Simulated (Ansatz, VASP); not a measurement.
**Two plane-wave programs on CaO**

Contents of INCAR:

```
SYSTEM = CaO
PREC = Accurate ; ENCUT = 520
EDIFF = 1E-6 ; ISMEAR = 0
SIGMA = 0.05 ; LREAL = .False.
LASPH = .True. ; NELM = 80
ALGO = Normal ; ISIF = 2
LWAVE = .False. ; LCHARG = .False.
GGA = PE ; NBANDS = 24
```

The input KPOINTS:

```
regular mesh
0
Gamma
  9 9 6
  0 0 0
```

File POSCAR:

```
CaO
1.0
    4.2447542133      0.0000000000      0.0000000000
   -2.1223771067      3.1676342760      0.0000000000
    0.0000000000      0.0000000000      4.9361256247
Ca O
2 2
Direct
    0.3333333333      0.6666666667      0.7500000000
    0.6666666667      0.3333333333      0.2500000000
    0.3333333333      0.6666666667      0.2500000000
    0.6666666667      0.3333333333      0.7500000000
```

Input for Ansatz:

```yaml
crystal:
  lattice:
    - [4.2447542133, 0.0, 0.0]
    - [-2.1223771067, 3.167634276, 0.0]
    - [0.0, 0.0, 4.9361256247]
  atoms:
    - { symbol: Ca, position: [0.3333333333, 0.6666666667, 0.75] }
    - { symbol: Ca, position: [0.6666666667, 0.3333333333, 0.25] }
    - { symbol: O, position: [0.3333333333, 0.6666666667, 0.25] }
    - { symbol: O, position: [0.6666666667, 0.3333333333, 0.75] }
basis:
  ecutwfc: 520.0
kpoints:
  mp_grid: { grid: [9, 9, 6] }
hamiltonian:
  xc: pbe
scf:
  occupations: { method: gaussian, width: 0.05 }
output:
  forces: true
  stress: true
  eigenvalues: true
```

Change from the starting cell: strain +e along x and -e along y +0.0733, strain +e along z and -e/2 along x and y +0.0267.

Alike in both runs: task single point; functional PBE; k mesh 9 × 9 × 6; occupations gaussian, width 0.05 eV; no spin polarisation.

|  | VASP | Ansatz |
| --- | --- | --- |
| version | VASP 6.6.1 | Ansatz 0.2.0 |
| potentials or method | VASP PAW PBE potentials, release 64 (Ca_sv, O), cutoff 520 eV | scalar-relativistic, plane waves, PAW |
| valence electrons in the cell | 32 | 32 |

VASP gave:

| Item | Value |
| --- | --- |
| gap on the k mesh at the Fermi level (eV) | 3.30 |
| least direct gap on the mesh (eV) | 3.30 |
| pressure (GPa) | 2.2 |
| traceless stress, the component that is largest in VASP (GPa) | 9.64 |
| rms of the force components (eV/Å) | 0.712 |

Problem. Estimate Ansatz's values.

Solution. gap on the k mesh at the Fermi level (eV): 3.31; least direct gap on the mesh (eV): 3.31; pressure (GPa): 1.7; traceless stress, the component that is largest in VASP (GPa): 9.34; rms of the force components (eV/Å): 0.680.

Atom by atom the forces differ by 0.031 eV/Å (rms over components).
